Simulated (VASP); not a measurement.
PtS2, 6 atoms in the cell. The structure is hexagonal, space group P6_3/mmc (No. 194). The conventional cell has a = 3.440 Å, b = 3.440 Å, c = 10.712 Å, α = 90.00°, β = 90.00°, γ = 120.00°. Within 3.2 Å of Pt (site symmetry -6m2) lie 6 S at 2.44 Å. Within 3.2 Å of S (site symmetry 3m) lie 3 Pt at 2.44 Å and 1 S at 2.83 Å. 

- Program: VASP 6.6.1
- Task: single point
- Functional: r2SCAN
- Potentials or basis: VASP PAW PBE potentials, release 64 (Pt, S)
- Cutoff: 520 eV
- k mesh: 12 × 12 × 4
- Occupations: fermi-dirac, width 0.02 eV
- Spin: no spin polarisation
- Dipole correction: no
- Further INCAR settings: ALGO = Normal; EDIFF = 1e-06; NBANDS = 31

Potentials or basis: VASP PAW PBE potentials, release 64 (Pt, S).

Launch:

```bash
$ cat potpaw_PBE.64/Pt/POTCAR potpaw_PBE.64/S/POTCAR > POTCAR
$ cp INCAR.step1 INCAR
$ mpirun -np 1 vasp_std > vasp.out
$ cp INCAR.step2 INCAR
$ mpirun -np 1 vasp_std > vasp.out
```

Hardware: 1 thread of Intel(R) Xeon(R) 6975P-C (Granite Rapids), with other jobs on the host.

Task: How long does it take, and how much memory?

Result: Run time: 6.5 min on 1 thread of Intel(R) Xeon(R) 6975P-C (Granite Rapids), on a shared host, peak memory 0.35 GiB. Counts: k points 57.
